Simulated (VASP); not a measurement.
**AlN: single point with r2SCAN**

The system is AlN.

```
Al N
1.0
     0.00000    2.18488    2.18488
     2.18488    0.00000    2.18488
     2.18488    2.18488    0.00000
Al N
1 1
Direct
  0.00000 0.00000 0.00000
  0.25000 0.25000 0.25000
```

```yaml
Program: VASP 6.6.1
Task: single point
Functional: r2SCAN
Potentials_or_basis: VASP PAW PBE potentials, release 64 (Al, N)
Cutoff: 520 eV
k_mesh: 10 × 10 × 10
Occupations: gaussian, width 0.01 eV
Spin: no spin polarisation
Dipole_correction: no
Further_INCAR_settings: ALGO = Normal; EDIFF = 1e-06; NBANDS = 11
```

- Pressure: -0.4 GPa
- Band gap on the k mesh: 3.93 eV, indirect (least direct gap 4.88 eV)

Levels at points of the mesh, in eV from the valence-band top:
```csv
k point,band 1,band 2,band 3,band 4,band 5,band 6,band 7,band 8,band 9
"(0.00, 0.00, 0.00)",-15.73,0.00,0.00,0.00,4.88,13.51,13.51,13.51,18.52
"(0.50, 0.00, 0.00)",-13.73,-5.89,-0.49,-0.49,8.20,10.82,11.94,11.94,19.31
"(0.50, 0.50, 0.00)",-13.10,-4.95,-1.81,-1.81,3.93,9.47,15.18,16.94,16.94
```

Wall time 30 s on 1 thread of Intel(R) Xeon(R) Platinum 8259CL CPU @ 2.50GHz (Skylake/Cascade Lake), with other jobs on the host, peak memory 0.14 GiB.

Caveat: the PAW data sets were made with another functional, which shifts forces and pressure a little. A k mesh can miss the band edges.
